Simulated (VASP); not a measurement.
# Zr (P6_3/mmc) in VASP: a series of runs

Zr is run at these levels: PBEsol; tasks: relaxation of cell and atoms.

Everything below comes from runs of VASP 6.6.1. Logs are shortened: lines on timing, memory, paths and dates and some standing lists are left out, and cuts for length are marked.

## 1. The cell of the first run

The structure is hexagonal, space group P6_3/mmc (No. 194). Conventional cell: a = 3.042 Å, b = 3.042 Å, c = 5.005 Å, α = 90.00°, β = 90.00°, γ = 120.00°. Within 4.0 Å of Zr (site symmetry -6m2) lie 12 Zr at 3.04 to 3.06 Å.

## 2. Relaxation of cell and atoms, PBEsol, target pressure 13 GPa, at which the enthalpy is minimised

Contents of INCAR:

```
PREC = Accurate ; ENCUT = 600
EDIFF = 1E-6 ; ISMEAR = -1
SIGMA = 0.05 ; LREAL = False
LASPH = True ; NELM = 60
ALGO = Normal ; ISIF = 3
LWAVE = False ; LCHARG = False
GGA = PS ; IBRION = 2
NSW = 32 ; EDIFFG = -0.005
PSTRESS = 130.0
```

Contents of KPOINTS:

```
regular mesh
0
Gamma
  14 14 8
```

Contents of POSCAR:

```
Zr
1.0
    3.0417841664      0.0000000000      0.0000000000
   -1.5208920832      2.6342623610      0.0000000000
    0.0000000000      0.0000000000      5.0046736124
Zr
2
Direct
    0.3333333333      0.6666666667      0.2500000000
    0.6666666667      0.3333333333      0.7500000000
```

Potentials or basis: VASP PAW PBE potentials, release 64 (Zr_sv).

Launch:

```console
$ cat potpaw_PBE.64/Zr_sv/POTCAR > POTCAR
$ mpirun -np 1 vasp_std > vasp.out
```

OUTCAR:

```text
PREC = Accurate
   ENCUT = 600
   EDIFF = 1E-6
   ISMEAR = -1
   LREAL = False
   LASPH = True
   NELM = 60
   ISIF = 3
   GGA = PS
   IBRION = 2
   NSW = 32
   EDIFFG = -0.005
   PSTRESS = 130.0

 ion  position               nearest neighbor table
   1  0.333  0.667  0.250-   2 3.06   2 3.06   2 3.06   2 3.06   2 3.06   2 3.06
   2  0.667  0.333  0.750-   1 3.06   1 3.06   1 3.06   1 3.06   1 3.06   1 3.06

  LATTYP: Found a hexagonal cell.
 ALAT       =     3.0417841664
 C/A-ratio  =     1.6453085882

  Lattice vectors:

 A1 = (   3.0417841664,   0.0000000000,   0.0000000000)
 A2 = (  -1.5208920832,   2.6342623610,   0.0000000000)
 A3 = (   0.0000000000,   0.0000000000,   5.0046736124)

Analysis of symmetry for initial positions (statically):
=====================================================================
 Subroutine PRICEL returns:
 Original cell was already a primitive cell.

 Routine SETGRP: Setting up the symmetry group for a
 hexagonal supercell.

 Subroutine GETGRP returns: Found 24 space group operations
 (whereof 12 operations were pure point group operations)
 out of a pool of 24 trial point group operations.

The static configuration has the point symmetry D_3d.
 The point group associated with its full space group is D_6h.

Analysis of symmetry for dynamics (positions and initial velocities):
=====================================================================
 Subroutine PRICEL returns:
 Original cell was already a primitive cell.

 Routine SETGRP: Setting up the symmetry group for a
 hexagonal supercell.

 Subroutine GETGRP returns: Found 24 space group operations
 (whereof 12 operations were pure point group operations)
 out of a pool of 24 trial point group operations.

The dynamic configuration has the point symmetry D_3d.
 The point group associated with its full space group is D_6h.

 Subroutine INISYM returns: Found 24 space group operations
 (whereof 12 operations are pure point group operations),
 and found     1 'primitive' translations

----------------------------------------------------------------------------------------

                                     Primitive cell

  volume of cell :      40.1017

  direct lattice vectors                    reciprocal lattice vectors
     3.041784166  0.000000000  0.000000000     0.328754423  0.189806455  0.000000000
    -1.520892083  2.634262361  0.000000000     0.000000000  0.379612910  0.000000000
     0.000000000  0.000000000  5.004673612     0.000000000  0.000000000  0.199813230

  length of vectors
     3.041784166  3.041784166  5.004673612     0.379612910  0.379612910  0.199813230

  position of ions in fractional coordinates (direct lattice)
     0.333333333  0.666666667  0.250000000
     0.666666667  0.333333333  0.750000000

  ion indices of the primitive-cell ions
   primitive index   ion index
                 1           1
                 2           2

----------------------------------------------------------------------------------------

 KPOINTS: regular mesh

Automatic generation of k-mesh.
 Grid dimensions read from file:
 generate k-points for:   14   14    8

 Generating k-lattice:

  Cartesian coordinates                     Fractional coordinates (reciprocal lattice)
     0.023482459  0.013557604  0.000000000     0.071428571  0.000000000  0.000000000
     0.000000000  0.027115208  0.000000000     0.000000000  0.071428571  0.000000000
     0.000000000  0.000000000  0.024976654     0.000000000  0.000000000  0.125000000

  Length of vectors
     0.027115208  0.027115208  0.024976654

  Shift w.r.t. Gamma in fractional coordinates (k-lattice)
     0.000000000  0.000000000  0.000000000

 Subroutine IBZKPT returns following result:
 ===========================================

 Found    120 irreducible k-points:

 Following reciprocal coordinates:
            Coordinates               Weight
  0.000000  0.000000  0.000000      1.000000
  0.071429  0.000000  0.000000      6.000000
  0.142857 -0.000000  0.000000      6.000000
  0.214286 -0.000000  0.000000      6.000000
  0.285714  0.000000  0.000000      6.000000
  0.357143 -0.000000  0.000000      6.000000
[... 16 lines left out ...]
  0.285714  0.285714  0.000000      6.000000
  0.357143  0.285714  0.000000      6.000000
 [... further k-points ...]
   k-points           NKPTS =    120   k-points in BZ     NKDIM =    120   number of bands    NBANDS=     16
   number of dos      NEDOS =    301   number of ions     NIONS =      2
   total plane-waves  NPLWV =  23040
   dimension x,y,z NGX =    24 NGY =   24 NGZ =   40
   dimension x,y,z NGXF=    48 NGYF=   48 NGZF=   80
   ions per type =               2
   NGX,Y,Z   is equivalent  to a cutoff of  13.12, 13.12, 13.29 a.u.
   NGXF,Y,Z  is equivalent  to a cutoff of  26.23, 26.23, 26.57 a.u.
 SYSTEM =  unknown system
   PREC   = accura    normal or accurate (medium, high low for compatibility)
   ISTART =      0    job   : 0-new  1-cont  2-samecut
   ICHARG =      2    charge: 1-file 2-atom 10-const
   ISPIN  =      1    spin polarized calculation?
   LNONCOLLINEAR =      F non collinear calculations
   LSORBIT =      F    spin-orbit coupling
   LASPH  =      T    aspherical Exc in radial PAW
   ENCUT  =  600.0 eV  44.10 Ry    6.64 a.u.   6.08  6.08 10.00*2*pi/ulx,y,z
   NELM   =     60;   NELMIN=  2; NELMDL= -5     # of ELM steps
   EDIFF  = 0.1E-05   stopping-criterion for ELM
   LREAL  =      F    real-space projection
   EDIFFG = -.5E-02   stopping-criterion for IOM
   NSW    =     32    number of steps for IOM
   IBRION =      2    ionic relax: 0-MD 1-quasi-New 2-CG
   NFREE  =      1    steps in history (QN), initial steepest desc. (CG)
   ISIF   =      3    stress and relaxation
   ISYM   =      2    0-nonsym 1-usesym 2-fastsym
   POTIM  = 0.5000    time-step for ionic-motion
   TEBEG  =    0.0;   TEEND  =   0.0 temperature during run
   PSTRESS=  130.0 pullay stress
   NELECT =      24.0000    total number of electrons
   NUPDOWN=      -1.0000    fix difference up-down
   EMIN   =  10.00;   EMAX   =-10.00  energy-range for DOS
   EFERMI =   0.00;   METHOD = LEGACY
   ISMEAR =    -1;   SIGMA  =   0.05  broadening in eV -4-tet -1-fermi 0-gaus
   EFERMI_NEDOS =   21; number of points for ismear=-14 and -15
   IALGO  =     38    algorithm
   IMIX   =      4    mixing-type and parameters
     AMIX     =   0.40;   BMIX     =  1.00
     AMIX_MAG =   1.60;   BMIX_MAG =  1.00
  volume/ion in A,a.u.               =      20.05       135.31
  Fermi-wavevector in a.u.,A,eV,Ry     =   1.379614  2.607092 25.896433  1.903334
  Thomas-Fermi vector in A             =   2.504567
   LORBIT       =      0    0 simple, 1 ext, 2 COOP (PROOUT), +10 PAW based schemes
   GGA     = PS    functional components
   LHFCALC =     F    Hartree Fock is set to
   AEXX    =    0.0000 exact exchange contribution
   IVDW    =     0    specifies the selected vdW correction
   LEPSILON=     F    determine dielectric tensor
   LRPA    =     F    only Hartree local field effects (RPA)
 conjugate gradient relaxation of ions
 non-spin polarized calculation
  energy-cutoff  :      600.00
  volume of cell :       40.10
 maximum number of plane-waves:      1363
   NGX = 13   NGY = 13   NGZ = 19

--------------------------------------- Ionic step        1  -------------------------------------------

 number of electron      24.0000000 magnetization

 Free energy of the ion-electron system (eV)
  ---------------------------------------------------
  ext. energy  EPLUGINS =         0.00000000
  ---------------------------------------------------
  free energy    TOTEN  =       -17.98406615 eV

  energy without entropy =      -17.96775331  energy(sigma->0) =      -17.97590973

------------------------ aborting loop because EDIFF is reached ----------------------------------------

  FORCE on cell =-STRESS in cart. coord.  units (eV):
  Direction    XX          YY          ZZ          XY          YZ          ZX
  --------------------------------------------------------------------------------------
  -------------------------------------------------------------------------------------
  Total        3.2770903      3.2770903      3.2741638      0.0000000      0.0000000      0.0000000
  in kB      130.9289870    130.9289870    130.8120673      0.0000000      0.0000000      0.0000000
  external PRESSURE =       0.8900138 kB  Pullay stress =     130.0000000 kB

 VOLUME and BASIS-vectors are now :
 -----------------------------------------------------------------------------
  energy-cutoff  :      600.00
  volume of cell :       40.10
      direct lattice vectors                 reciprocal lattice vectors
     3.041784166  0.000000000  0.000000000     0.328754423  0.189806455  0.000000000
    -1.520892083  2.634262361  0.000000000     0.000000000  0.379612910  0.000000000
     0.000000000  0.000000000  5.004673612     0.000000000  0.000000000  0.199813230
[... 46 lines left out ...]
  FREE ENERGIE OF THE ION-ELECTRON SYSTEM (eV)
  ---------------------------------------------------
  free  energy   TOTEN  =       -17.9893075760 eV

  energy  without entropy=      -17.9729433505  energy(sigma->0) =      -17.98112546

  enthalpy is  TOTEN    =       -14.7302213124 eV   P V=        3.2590862635

--------------------------------------- Ionic step        3  -------------------------------------------

 number of electron      24.0000000 magnetization

 Free energy of the ion-electron system (eV)
  ---------------------------------------------------
  ext. energy  EPLUGINS =         0.00000000
  ---------------------------------------------------
  free energy    TOTEN  =       -17.98626027 eV

  energy without entropy =      -17.96992620  energy(sigma->0) =      -17.97809324

 E-fermi :  10.6140     XC(G=0): -11.9002

 val. band max:       10.6064853625   @ k =   0.0714   0.0714   0.0000
 cond. band min:      10.6227631369   @ k =   0.2143   0.0714   0.3750
 fundamental gap:      0.0162777744
 Fermi energy:        10.6140106944

 k-point     1 :       0.0000    0.0000    0.0000
  band No.  band energies     occupation
      1     -37.8692      2.00000
      2     -37.6159      2.00000
      3     -16.6828      2.00000
      4     -15.3029      2.00000
      5     -15.3029      2.00000
      6     -15.1647      2.00000
[... 8 lines left out ...]
     15      12.3012      0.00000
     16      12.3012      0.00000
[... 419 lines left out ...]
 k-point    24 :       0.3571    0.2857    0.0000
  band No.  band energies     occupation
      1     -37.5548      2.00000
      2     -37.5341      2.00000
      3     -16.3038      2.00000
      4     -16.0743      2.00000
      5     -16.0419      2.00000
      6     -15.7943      2.00000
[... 8 lines left out ...]
     15      12.5567      0.00000
     16      15.2965      0.00000

 [... further k-points ...]

------------------------ aborting loop because EDIFF is reached ----------------------------------------

  FORCE on cell =-STRESS in cart. coord.  units (eV):
  Direction    XX          YY          ZZ          XY          YZ          ZX
  --------------------------------------------------------------------------------------
  -------------------------------------------------------------------------------------
  Total        3.2576085      3.2576085      3.2523945      0.0000000      0.0000000      0.0000000
  in kB      130.0632364    130.0632364    129.8550610      0.0000000      0.0000000      0.0000000
  external PRESSURE =      -0.0061554 kB  Pullay stress =     130.0000000 kB

 VOLUME and BASIS-vectors are now :
 -----------------------------------------------------------------------------
  energy-cutoff  :      600.00
  volume of cell :       40.13
      direct lattice vectors                 reciprocal lattice vectors
     3.042495173  0.000000000  0.000000000     0.328677596  0.189762099 -0.000000000
    -1.521247587  2.634878111  0.000000000     0.000000000  0.379524197 -0.000000000
     0.000000000  0.000000000  5.005696207     0.000000000 -0.000000000  0.199772411

 POSITION                                       TOTAL-FORCE (eV/Angst)
 -----------------------------------------------------------------------------------
     -0.00000      1.75659      1.25142        -0.000000      0.000000      0.000000
      1.52125      0.87829      3.75427         0.000000     -0.000000     -0.000000
 -----------------------------------------------------------------------------------
    total drift:                               -0.000000      0.000000     -0.000000

  FREE ENERGIE OF THE ION-ELECTRON SYSTEM (eV)
  ---------------------------------------------------
  free  energy   TOTEN  =       -17.9862602713 eV

  energy  without entropy=      -17.9699262019  energy(sigma->0) =      -17.97809324

  enthalpy is  TOTEN    =       -14.7302356039 eV   P V=        3.2560246674

 reached required accuracy - stopping structural energy minimisation
```

Run time: 49 s. Hardware: 1 thread of Intel Xeon 6975P-C (Granite Rapids), shared host; peak memory 0.22 GiB.

Results:

| Quantity | Value |
| --- | --- |
| Free energy | -17.9863 eV |
| Relaxed volume | 20.06 Å³/atom |
| Relaxed cell | a = 3.042 Å, b = 3.042 Å, c = 5.006 Å, α = 90.00°, β = 90.00°, γ = 120.00° |
| Space group after relaxing (to 0.1 Å) | P6_3/mmc (No. 194) |
| Energy change on relaxing (the run minimises the enthalpy) | -1.1 meV/atom |
| Ionic steps | 3 |
| Pressure after relaxing | 13.0 GPa |
| Band gap on the k mesh | zero (bands 12 and 13 overlap by 1.38 eV) |

The path:
```
step  energy change (eV)  largest force (eV/Å)  pressure (GPa)  volume (Å³)
   1              0.0000                0.0000           13.09        40.10
   2             -0.0052                0.0000           12.87        40.17
   3             -0.0022                0.0000           13.00        40.13
```

Final structure:
```
Zr
1.0
     3.04250    0.00000    0.00000
    -1.52125    2.63488    0.00000
     0.00000    0.00000    5.00570
Zr
2
Direct
  0.33333 0.66667 0.25000
  0.66667 0.33333 0.75000
```

Caveat: the cell is relaxed towards a set pressure, so the run minimises the enthalpy, not the energy; the PAW data sets were made with another functional, which shifts forces and pressure a little.

## 3. Relaxation of cell and atoms, PBEsol, target pressure 13 GPa, at which the enthalpy is minimised

This run uses another cell than the first one, of 20.10 Å³/atom.

Contents of INCAR:

```
SYSTEM = Zr
PREC = Accurate ; ENCUT = 600
EDIFF = 1E-7 ; ISMEAR = -1
SIGMA = 0.05 ; LREAL = .False.
LASPH = .True. ; NELM = 80
ALGO = Normal ; ISIF = 3
LWAVE = .False. ; LCHARG = .False.
GGA = PS ; IBRION = 2
NSW = 60 ; EDIFFG = -0.005
PSTRESS = 130.0
```

Contents of KPOINTS:

```
Automatic mesh
0
Gamma
  14 14 8
  0 0 0
```

Contents of POSCAR:

```
Zr
1.0
    3.0601782908      0.0000000000      0.0000000000
   -1.5300891454      2.6501921400      0.0000000000
    0.0000000000      0.0000000000      4.9574888311
Zr
2
Direct
    0.3333333333      0.6666666667      0.2500000000
    0.6666666667      0.3333333333      0.7500000000
```

Potentials or basis: VASP PAW PBE potentials, release 64 (Zr_sv).

Launch:

```console
$ cat potpaw_PBE.64/Zr_sv/POTCAR > POTCAR
$ mpirun -np 1 vasp_std > vasp.out
```

It took 62 s on 1 thread of Intel Xeon 6975P-C (Granite Rapids), shared host; peak memory 0.22 GiB.

It converged, with:

| Item | Value |
| --- | --- |
| Free energy | -17.9871 eV |
| Relaxed volume | 20.07 Å³/atom |
| Relaxed cell | a = 3.043 Å, b = 3.043 Å, c = 5.004 Å, α = 90.00°, β = 90.00°, γ = 120.00° |
| Space group after relaxing (to 0.1 Å) | P6_3/mmc (No. 194) |
| Energy change on relaxing (the run minimises the enthalpy) | +1.8 meV/atom |
| Ionic steps | 4 |
| Pressure after relaxing | 13.0 GPa |
| Band gap on the k mesh | zero (bands 12 and 13 overlap by 1.38 eV) |

The path:
| step | energy change (eV) | largest force (eV/Å) | pressure (GPa) | volume (Å³) |
| --- | --- | --- | --- | --- |
| 1 | 0.0000 | 0.0000 | 12.95 | 40.21 |
| 2 | 0.0016 | 0.0000 | 12.96 | 40.17 |
| 3 | 0.0033 | 0.0000 | 12.97 | 40.14 |
| 4 | 0.0037 | 0.0000 | 12.97 | 40.14 |

Final structure:
```xyz
2
Lattice="3.0432 0.0000 0.0000 -1.5216 2.6355 0.0000 0.0000 0.0000 5.0045" Properties=species:S:1:pos:R:3 pbc="T T T"
Zr    0.0000    1.7570    1.2511
Zr    1.5216    0.8785    3.7534
```

Levels at points of the mesh, in eV from the Fermi level:
| k point | band 9 | band 10 | band 11 | band 12 | band 13 | band 14 | band 15 | band 16 |
| --- | --- | --- | --- | --- | --- | --- | --- | --- |
| (0.00, 0.00, 0.00) | -5.88 | -3.45 | 0.74 | 0.92 | 0.92 | 1.58 | 1.69 | 1.69 |
| (0.50, 0.00, 0.00) | -3.15 | -2.74 | -2.68 | 0.31 | 0.70 | 0.76 | 1.58 | 6.06 |
| (0.00, 0.00, 0.50) | -4.05 | -4.05 | -0.11 | -0.11 | 0.88 | 0.88 | 0.88 | 0.88 |
| (0.50, 0.00, 0.50) | -3.36 | -3.36 | -1.48 | -1.48 | 2.32 | 2.32 | 2.64 | 2.64 |

Caveat: the cell is relaxed towards a set pressure, so the run minimises the enthalpy, not the energy; the PAW data sets were made with another functional, which shifts forces and pressure a little.
